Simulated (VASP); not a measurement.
# C (Cmme) in VASP: notebook

The runs below take C through single point, with PBEsol.

All numbers are computed with VASP 6.6.1; they aren't measurements. Logs are shortened: lines on timing, memory, paths and dates and some standing lists are left out, and cuts for length are marked.

### 1 The cell of the first run

The typed cell holds 4 atoms: a = 2.549 Å, b = 2.549 Å, c = 7.700 Å, α = 90.00°, β = 90.00°, γ = 121.31°.

### 2 Single point, PBEsol (10.69 Å³/atom)

INCAR reads:

```
SYSTEM = C
PREC = Accurate
ENCUT = 520
EDIFF = 1E-7
ISMEAR = 0
SIGMA = 0.15
LREAL = .False.
LASPH = .True.
NELM = 100
ALGO = Normal
ISIF = 2
LWAVE = .False.
LCHARG = .False.
GGA = PS
NBANDS = 16
```

KPOINTS reads:

```
regular mesh
0
Gamma
  21 21 6
  0 0 0
```

POSCAR reads:

```
C
1.0
    1.2492273829     -2.2219503640      0.0000000000
    1.2492273829      2.2219503640      0.0000000000
    0.0000000000      0.0000000000      7.6996204469
C
4
Direct
    0.0833216498      0.9166783502      0.7498439858
    0.5833216498      0.4166783502      0.2501560142
    0.9166783502      0.0833216498      0.2501560142
    0.4166783502      0.5833216498      0.7498439858
```

Potentials or basis: VASP PAW PBE potentials, release 64 (C).

The run is started by

```bash
> cat potpaw_PBE.64/C/POTCAR > POTCAR
> mpirun -np 1 vasp_std > vasp.out
```

OUTCAR:

```text
SYSTEM = C
   PREC = Accurate
   ENCUT = 520
   EDIFF = 1E-7
   ISMEAR = 0
   LREAL = .False.
   LASPH = .True.
   NELM = 100
   ISIF = 2
   GGA = PS

 ion  position               nearest neighbor table
   1  0.083  0.917  0.750-   4 1.45   4 1.45   4 1.48
   2  0.583  0.417  0.250-   3 1.45   3 1.45   3 1.48
   3  0.917  0.083  0.250-   2 1.45   2 1.45   2 1.48
   4  0.417  0.583  0.750-   1 1.45   1 1.45   1 1.48

  LATTYP: Found a base centered orthorhombic cell.
 ALAT       =     2.4984547658
 B/A-ratio  =     1.7786596695
 C/A-ratio  =     3.0817529908

  Lattice vectors:

 A1 = (   1.2492273829,  -2.2219503640,   0.0000000000)
 A2 = (   1.2492273829,   2.2219503640,   0.0000000000)
 A3 = (   0.0000000000,   0.0000000000,   7.6996204469)

Analysis of symmetry for initial positions (statically):
=====================================================================
 Subroutine PRICEL returns:
 Original cell was already a primitive cell.

 Routine SETGRP: Setting up the symmetry group for a
 base centered orthorhombic supercell.

 Subroutine GETGRP returns: Found  8 space group operations
 (whereof  4 operations were pure point group operations)
 out of a pool of  8 trial point group operations.

The static configuration has the point symmetry C_2h.
 The point group associated with its full space group is D_2h.

Analysis of symmetry for dynamics (positions and initial velocities):
=====================================================================
 Subroutine PRICEL returns:
 Original cell was already a primitive cell.

 Routine SETGRP: Setting up the symmetry group for a
 base centered orthorhombic supercell.

 Subroutine GETGRP returns: Found  8 space group operations
 (whereof  4 operations were pure point group operations)
 out of a pool of  8 trial point group operations.

The dynamic configuration has the point symmetry C_2h.
 The point group associated with its full space group is D_2h.

 Subroutine INISYM returns: Found  8 space group operations
 (whereof  4 operations are pure point group operations),
 and found     1 'primitive' translations

----------------------------------------------------------------------------------------

                                     Primitive cell

  volume of cell :      42.7440

  direct lattice vectors                    reciprocal lattice vectors
     1.249227383 -2.221950364  0.000000000     0.400247390 -0.225027529  0.000000000
     1.249227383  2.221950364  0.000000000     0.400247390  0.225027529  0.000000000
     0.000000000  0.000000000  7.699620447     0.000000000  0.000000000  0.129876532

  length of vectors
     2.549045405  2.549045405  7.699620447     0.459168120  0.459168120  0.129876532

  position of ions in fractional coordinates (direct lattice)
     0.083321650  0.916678350  0.749843986
     0.583321650  0.416678350  0.250156014
     0.916678350  0.083321650  0.250156014
     0.416678350  0.583321650  0.749843986

  ion indices of the primitive-cell ions
   primitive index   ion index
                 1           1
                 2           2
                 3           3
                 4           4

----------------------------------------------------------------------------------------

 KPOINTS: regular mesh

Automatic generation of k-mesh.
 Grid dimensions read from file:
 generate k-points for:   21   21    6

 Generating k-lattice:

  Cartesian coordinates                     Fractional coordinates (reciprocal lattice)
     0.019059400 -0.010715597  0.000000000     0.047619048  0.000000000  0.000000000
     0.019059400  0.010715597  0.000000000     0.000000000  0.047619048  0.000000000
     0.000000000  0.000000000  0.021646089     0.000000000  0.000000000  0.166666667

  Length of vectors
     0.021865149  0.021865149  0.021646089

  Shift w.r.t. Gamma in fractional coordinates (k-lattice)
     0.000000000  0.000000000  0.000000000

 Subroutine IBZKPT returns following result:
 ===========================================

 Found    484 irreducible k-points:

 Following reciprocal coordinates:
            Coordinates               Weight
  0.000000  0.000000  0.000000      1.000000
  0.047619  0.000000  0.000000      4.000000
  0.095238  0.000000  0.000000      4.000000
  0.142857  0.000000  0.000000      4.000000
  0.190476  0.000000  0.000000      4.000000
  0.238095  0.000000  0.000000      4.000000
[... 16 lines left out ...]
 -0.428571  0.047619  0.000000      4.000000
 -0.380952  0.047619  0.000000      4.000000
 [... further k-points ...]
   k-points           NKPTS =    484   k-points in BZ     NKDIM =    484   number of bands    NBANDS=     16
   number of dos      NEDOS =    301   number of ions     NIONS =      4
   total plane-waves  NPLWV =  24000
   dimension x,y,z NGX =    20 NGY =   20 NGZ =   60
   dimension x,y,z NGXF=    40 NGYF=   40 NGZF=  120
   ions per type =               4
   NGX,Y,Z   is equivalent  to a cutoff of  13.04, 13.04, 12.95 a.u.
   NGXF,Y,Z  is equivalent  to a cutoff of  26.09, 26.09, 25.91 a.u.
 SYSTEM =  C
   PREC   = accura    normal or accurate (medium, high low for compatibility)
   ISTART =      0    job   : 0-new  1-cont  2-samecut
   ICHARG =      2    charge: 1-file 2-atom 10-const
   ISPIN  =      1    spin polarized calculation?
   LNONCOLLINEAR =      F non collinear calculations
   LSORBIT =      F    spin-orbit coupling
   LASPH  =      T    aspherical Exc in radial PAW
   ENCUT  =  520.0 eV  38.22 Ry    6.18 a.u.   4.74  4.74 14.32*2*pi/ulx,y,z
   NELM   =    100;   NELMIN=  2; NELMDL= -5     # of ELM steps
   EDIFF  = 0.1E-06   stopping-criterion for ELM
   LREAL  =      F    real-space projection
   EDIFFG = 0.1E-05   stopping-criterion for IOM
   NSW    =      0    number of steps for IOM
   IBRION =     -1    ionic relax: 0-MD 1-quasi-New 2-CG
   NFREE  =      0    steps in history (QN), initial steepest desc. (CG)
   ISIF   =      2    stress and relaxation
   ISYM   =      2    0-nonsym 1-usesym 2-fastsym
   POTIM  = 0.5000    time-step for ionic-motion
   TEBEG  =    0.0;   TEEND  =   0.0 temperature during run
   PSTRESS=    0.0 pullay stress
   NELECT =      16.0000    total number of electrons
   NUPDOWN=      -1.0000    fix difference up-down
   EMIN   =  10.00;   EMAX   =-10.00  energy-range for DOS
   EFERMI =   0.00;   METHOD = LEGACY
   ISMEAR =     0;   SIGMA  =   0.15  broadening in eV -4-tet -1-fermi 0-gaus
   EFERMI_NEDOS =   21; number of points for ismear=-14 and -15
   IALGO  =     38    algorithm
   IMIX   =      4    mixing-type and parameters
     AMIX     =   0.40;   BMIX     =  1.00
     AMIX_MAG =   1.60;   BMIX_MAG =  1.00
  volume/ion in A,a.u.               =      10.69        72.11
  Fermi-wavevector in a.u.,A,eV,Ry     =   1.179840  2.229574 18.939614  1.392022
  Thomas-Fermi vector in A             =   2.316143
   LORBIT       =      0    0 simple, 1 ext, 2 COOP (PROOUT), +10 PAW based schemes
   GGA     = PS    functional components
   LHFCALC =     F    Hartree Fock is set to
   AEXX    =    0.0000 exact exchange contribution
   IVDW    =     0    specifies the selected vdW correction
   LEPSILON=     F    determine dielectric tensor
   LRPA    =     F    only Hartree local field effects (RPA)
 non-spin polarized calculation
 Gauss-broadening in eV      SIGMA  =   0.15
  energy-cutoff  :      520.00
  volume of cell :       42.74
 maximum number of plane-waves:      1172
   NGX =  9   NGY =  9   NGZ = 29

 number of electron      16.0000001 magnetization

 Free energy of the ion-electron system (eV)
  ---------------------------------------------------
  ext. energy  EPLUGINS =         0.00000000
  ---------------------------------------------------
  free energy    TOTEN  =       -38.33379036 eV

  energy without entropy =      -38.33301801  energy(sigma->0) =      -38.33340419

 E-fermi :   3.1057     XC(G=0):  -9.4292

 val. band max:        3.0317449147   @ k =   0.3333   0.3333   0.3333
 cond. band min:       3.1150012721   @ k =   0.3333   0.3333   0.0000
 fundamental gap:      0.0832563574
 Fermi energy:         3.1056959080

 k-point     1 :       0.0000    0.0000    0.0000
  band No.  band energies     occupation
      1     -15.8628      2.00000
      2     -15.7604      2.00000
      3      -4.5564      2.00000
      4      -3.5773      2.00000
      5      -0.0390      2.00000
      6      -0.0342      2.00000
[... 8 lines left out ...]
     15      13.5528      0.00000
     16      13.5823      0.00000

 k-point     2 :       0.0476    0.0000    0.0000
  band No.  band energies     occupation
      1     -15.8107      2.00000
      2     -15.7087      2.00000
      3      -4.4942      2.00000
      4      -3.5176      2.00000
      5      -0.1867      2.00000
      6      -0.1858      2.00000
[... 8 lines left out ...]
     15      13.3815      0.00000
     16      13.4209      0.00000

 k-point     3 :       0.0952    0.0000    0.0000
  band No.  band energies     occupation
      1     -15.6548      2.00000
      2     -15.5538      2.00000
      3      -4.3078      2.00000
      4      -3.3389      2.00000
      5      -0.7519      2.00000
      6      -0.7422      2.00000
[... 8 lines left out ...]
     15      12.8864      0.00000
     16      12.9554      0.00000

 k-point     4 :       0.1429    0.0000    0.0000
  band No.  band energies     occupation
      1     -15.3953      2.00000
      2     -15.2963      2.00000
      3      -3.9989      2.00000
      4      -3.0432      2.00000
      5      -1.6252      2.00000
      6      -1.6094      2.00000
[... 8 lines left out ...]
     15      12.4843      0.00000
     16      12.4857      0.00000

 k-point     5 :       0.1905    0.0000    0.0000
  band No.  band energies     occupation
      1     -15.0335      2.00000
      2     -14.9370      2.00000
      3      -3.5699      2.00000
      4      -2.6871      2.00000
      5      -2.6650      2.00000
      6      -2.6339      2.00000
[... 8 lines left out ...]
     15      13.6677      0.00000
     16      13.6686      0.00000

 k-point     6 :       0.2381    0.0000    0.0000
  band No.  band energies     occupation
      1     -14.5708      2.00000
      2     -14.4777      2.00000
      3      -3.8541      2.00000
      4      -3.8253      2.00000
      5      -3.0255      2.00000
      6      -2.1168      2.00000
[... 8 lines left out ...]
     15      15.0192      0.00000
     16      15.0261      0.00000

 k-point     7 :       0.2857    0.0000    0.0000
  band No.  band energies     occupation
      1     -14.0096      2.00000
      2     -13.9204      2.00000
      3      -5.0656      2.00000
      4      -5.0301      2.00000
      5      -2.3730      2.00000
      6      -2.2746      2.00000
[... 8 lines left out ...]
     15      16.4012      0.00000
     16      16.4710      0.00000

 k-point     8 :       0.3333    0.0000    0.0000
  band No.  band energies     occupation
      1     -13.3533      2.00000
      2     -13.2689      2.00000
      3      -6.2785      2.00000
      4      -6.2364      2.00000
      5      -2.6509      2.00000
      6      -2.6499      2.00000
[... 8 lines left out ...]
     15      17.1983      0.00000
     16      17.8994      0.00000

 k-point     9 :       0.3810    0.0000    0.0000
  band No.  band energies     occupation
      1     -12.6082      2.00000
      2     -12.5294      2.00000
      3      -7.4598      2.00000
      4      -7.4116      2.00000
      5      -2.9444      2.00000
      6      -2.9437      2.00000
[... 8 lines left out ...]
     15      16.6996      0.00000
     16      18.0299      0.00000
[... 172 lines left out ...]
 k-point    19 :       0.3810    0.0476    0.0000
  band No.  band energies     occupation
      1     -12.1524      2.00000
      2     -12.0775      2.00000
      3      -8.0346      2.00000
      4      -7.9835      2.00000
      5      -3.2094      2.00000
      6      -3.2007      2.00000
[... 8 lines left out ...]
     15      16.0696      0.00000
     16      17.2722      0.00000

 k-point    20 :       0.4286    0.0476    0.0000
  band No.  band energies     occupation
      1     -11.3145      2.00000
      2     -11.2504      2.00000
      3      -9.0855      2.00000
      4      -9.0333      2.00000
      5      -3.3726      2.00000
      6      -3.3634      2.00000
[... 8 lines left out ...]
     15      15.3510      0.00000
     16      16.5549      0.00000

 k-point    21 :       0.4762    0.0476    0.0000
  band No.  band energies     occupation
      1     -10.7219      2.00000
      2     -10.7186      2.00000
      3      -9.6926      2.00000
      4      -9.6900      2.00000
      5      -3.4341      2.00000
      6      -3.4246      2.00000
[... 8 lines left out ...]
     15      15.8724      0.00000
     16      16.0651      0.00000

 k-point    22 :      -0.4762    0.0476    0.0000
  band No.  band energies     occupation
      1     -11.3534      2.00000
      2     -11.2885      2.00000
      3      -9.0355      2.00000
      4      -8.9836      2.00000
      5      -3.3927      2.00000
      6      -3.3830      2.00000
[... 8 lines left out ...]
     15      15.1958      0.00000
     16      16.7805      0.00000

 k-point    23 :      -0.4286    0.0476    0.0000
  band No.  band energies     occupation
      1     -12.1897      2.00000
      2     -12.1143      2.00000
      3      -7.9743      2.00000
      4      -7.9242      2.00000
      5      -3.2492      2.00000
      6      -3.2395      2.00000
[... 8 lines left out ...]
     15      16.2516      0.00000
     16      17.5177      0.00000

 k-point    24 :      -0.3810    0.0476    0.0000
  band No.  band energies     occupation
      1     -12.9718      2.00000
      2     -12.8902      2.00000
      3      -6.8228      2.00000
      4      -6.7786      2.00000
      5      -3.0075      2.00000
      6      -2.9980      2.00000
[... 8 lines left out ...]
     15      17.1041      0.00000
     16      18.3096      0.00000

 [... further k-points ...]
[... 5 lines left out ...]
  --------------------------------------------------------------------------------------
  -------------------------------------------------------------------------------------
  Total       -4.8679620     -9.7181456     -0.0484692      0.0000000     -0.0000000      0.0000000
  in kB     -182.4662740   -364.2661546     -1.8167744      0.0000000     -0.0000000      0.0000000
  external PRESSURE =    -182.8497344 kB  Pullay stress =       0.0000000 kB

 VOLUME and BASIS-vectors are now :
 -----------------------------------------------------------------------------
  energy-cutoff  :      520.00
  volume of cell :       42.74
      direct lattice vectors                 reciprocal lattice vectors
     1.249227383 -2.221950364  0.000000000     0.400247390 -0.225027529  0.000000000
     1.249227383  2.221950364  0.000000000     0.400247390  0.225027529  0.000000000
     0.000000000  0.000000000  7.699620447     0.000000000  0.000000000  0.129876532

 POSITION                                       TOTAL-FORCE (eV/Angst)
 -----------------------------------------------------------------------------------
      1.24923      1.85168      5.77351         0.000000     -0.125260      0.000059
      1.24923     -0.37027      1.92611         0.000000     -0.125260     -0.000059
      1.24923     -1.85168      1.92611         0.000000      0.125260     -0.000059
      1.24923      0.37027      5.77351         0.000000      0.125260      0.000059
 -----------------------------------------------------------------------------------
    total drift:                                0.000000      0.000000     -0.000000

  FREE ENERGIE OF THE ION-ELECTRON SYSTEM (eV)
  ---------------------------------------------------
  free  energy   TOTEN  =       -38.3337903617 eV

  energy  without entropy=      -38.3330180104  energy(sigma->0) =      -38.33340419
```

Wall time 4.5 min (1 thread of Intel Xeon Platinum 8259CL at 2.50GHz (Skylake/Cascade Lake), shared host); peak memory 0.33 GiB.

Results:

| Property | Result |
| --- | --- |
| Free energy | -38.3338 eV |
| Pressure | -18.3 GPa |
| Largest force | 0.125 eV/Å |

Forces on the atoms (eV/Å):
```
C    0.000 -0.125  0.000
C    0.000 -0.125  0.000
C    0.000  0.125  0.000
C    0.000  0.125  0.000
```

Caveat: the cell stands under tension; this functional lacks dispersion, which binds the layers, so the pressure and a relaxed spacing across them are unreliable; the PAW data sets were made with another functional, which shifts forces and pressure a little.

### 3 Single point, PBEsol (10.69 Å³/atom)

INCAR reads:

```
SYSTEM = C
  PREC = Accurate
  ENCUT = 520
  EDIFF = 1E-6
  ISMEAR = 0
  SIGMA = 0.15
  LREAL = .FALSE.
  LASPH = .TRUE.
  NELM = 60
  ALGO = Normal
  ISIF = 2
  LWAVE = .FALSE.
  LCHARG = .FALSE.
  GGA = PS
  NBANDS = 16
```

KPOINTS reads:

```
regular mesh
0
G
  21 21 6
  0 0 0
```

POSCAR reads:

```
C
1.0
    1.2717091181     -2.2022225641      0.0000000000
    1.2717091181      2.2022225641      0.0000000000
    0.0000000000      0.0000000000      7.6312586263
C
4
Direct
    0.0833216498      0.9166783502      0.7498439858
    0.5833216498      0.4166783502      0.2501560142
    0.9166783502      0.0833216498      0.2501560142
    0.4166783502      0.5833216498      0.7498439858
```

Potentials or basis: VASP PAW PBE potentials, release 64 (C).

The run is started by

```bash
> cat potpaw_PBE.64/C/POTCAR > POTCAR
> mpirun -np 1 vasp_std > vasp.out
```

Wall time 4 min (1 thread of Intel Xeon Platinum 8259CL at 2.50GHz (Skylake/Cascade Lake), shared host); peak memory 0.34 GiB.

The run converged. Its results:

```
Free energy            : -38.2964 eV
Pressure               : -21.1 GPa
Band gap on the k mesh : zero (filled and empty bands touch)
```

Stress tensor (GPa, compression positive):
```
-31.54   0.00   0.00
  0.00 -31.51   0.00
  0.00   0.00  -0.18
```

Levels at points of the mesh, in eV from the Fermi level:
| k point | band 6 | band 7 | band 8 | band 9 | band 10 | band 11 |
| --- | --- | --- | --- | --- | --- | --- |
| (0.00, 0.00, 0.00) | -3.02 | -3.02 | -3.02 | 3.65 | 7.69 | 7.70 |
| (0.00, 0.00, 0.50) | -3.02 | -3.02 | -3.02 | 5.45 | 5.45 | 7.71 |

Caveat: the cell stands under tension; this functional lacks dispersion, which binds the layers, so the pressure and a relaxed spacing across them are unreliable; the PAW data sets were made with another functional, which shifts forces and pressure a little.

### 4 Single point, PBEsol (9.66 Å³/atom)

This run uses another cell than the first one, of 9.66 Å³/atom.

INCAR: that of step 3 with these lines changed.

```diff
@@ -12,4 +12,6 @@
   LWAVE = .FALSE.
-  LCHARG = .FALSE.
+  LCHARG = .TRUE.
   GGA = PS
+  LELF = .TRUE.
+  LVHAR = .TRUE.
   NBANDS = 16
```

KPOINTS is that of step 3.

POSCAR reads:

```
C
1.0
    1.1655226067     -2.1867162057      0.0000000000
    1.1655226067      2.1867162057      0.0000000000
    0.0000000000      0.0000000000      7.5775251697
C
4
Direct
    0.0833216498      0.9166783502      0.7498439858
    0.5833216498      0.4166783502      0.2501560142
    0.9166783502      0.0833216498      0.2501560142
    0.4166783502      0.5833216498      0.7498439858
```

The run is started by

```bash
> cat potpaw_PBE.64/C/POTCAR > POTCAR
> mpirun -np 1 vasp_std > vasp.out
```

It took 5.7 min on 1 thread of Intel Xeon 8259CL, shared host; peak memory 0.31 GiB.

It converged, with:

| Property | Result |
| --- | --- |
| Free energy | -38.1870 eV |
| Pressure | 12.6 GPa |
| Largest force | 1.103 eV/Å |

Forces on the atoms (eV/Å):
```
C    0.000 -1.103  0.000
C    0.000 -1.103  0.000
C    0.000  1.103  0.000
C    0.000  1.103  0.000
```

Stress tensor (GPa, compression positive):
```
 53.52   0.00   0.00
  0.00 -15.59   0.00
  0.00   0.00  -0.16
```

Caveat: the cell stands under pressure; this functional lacks dispersion, which binds the layers, so the pressure and a relaxed spacing across them are unreliable; the PAW data sets were made with another functional, which shifts forces and pressure a little.

### 5 The runs side by side

| cell | pressure (GPa) | largest force (eV/Å) |
| --- | --- | --- |
| a = 2.549, b = 2.549, c = 7.700 Å, angles 90.0, 90.0, 121.3°, 4 atoms | -18.3 | 0.13 |
| a = 2.543, b = 2.543, c = 7.631 Å, angles 90.0, 90.0, 120.0°, 4 atoms | -21.1 | - |
| a = 2.478, b = 2.478, c = 7.578 Å, angles 90.0, 90.0, 123.9°, 4 atoms | 12.6 | 1.10 |

Alike in all rows: task single point; level PBEsol; potentials or basis VASP PAW PBE potentials, release 64 (C); no spin polarisation; k mesh 21 × 21 × 6; cutoff (eV) 520; smearing gaussian 0.15 eV.

Caveats: this functional lacks dispersion, which binds the layers, so the pressure and a relaxed spacing across them are unreliable; the PAW data sets were made with another functional, which shifts forces and pressure a little; the cell stands under tension (at least some runs); the cell stands under pressure (at least some runs).

Total energies depend on the potentials used, so only differences within one code and one set of settings carry meaning.
